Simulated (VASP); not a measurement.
Ag, 1 atom in the cell. Symmetry: Pm-3m, No. 221, cubic system. Conventional cell: a = 2.596 Å, b = 2.596 Å, c = 2.596 Å, α = 90.00°, β = 90.00°, γ = 90.00°. Ag (site symmetry m-3m) has 6 Ag at 2.60 Å within 3.4 Å.  This cell differs from its parent crystal: volume scaled by 0.84.

```yaml
Program: VASP 6.6.1
Task: single point
Functional: PBE
Potentials_or_basis: VASP PAW PBE potentials, release 64 (Ag)
Cutoff: 520 eV
k_mesh: 16 × 16 × 16
Occupations: fermi-dirac, width 0.08 eV
Spin: no spin polarisation
Dipole_correction: no
Further_INCAR_settings: ALGO = Normal; EDIFF = 1e-07; NBANDS = 12
```

Potentials or basis: VASP PAW PBE potentials, release 64 (Ag).

Run with:

```sh
$ cat potpaw_PBE.64/Ag/POTCAR > POTCAR
$ mpirun -np 1 vasp_std > vasp.out
```

Hardware: 1 thread of Intel Xeon 6975P-C, with other jobs on the host.

Task: How long does it take, and how much memory?

Result: Wall time 15 s on 1 thread of Intel Xeon 6975P-C (shared host), peak memory 0.15 GiB. Counts: scf iterations 12, k points 165.
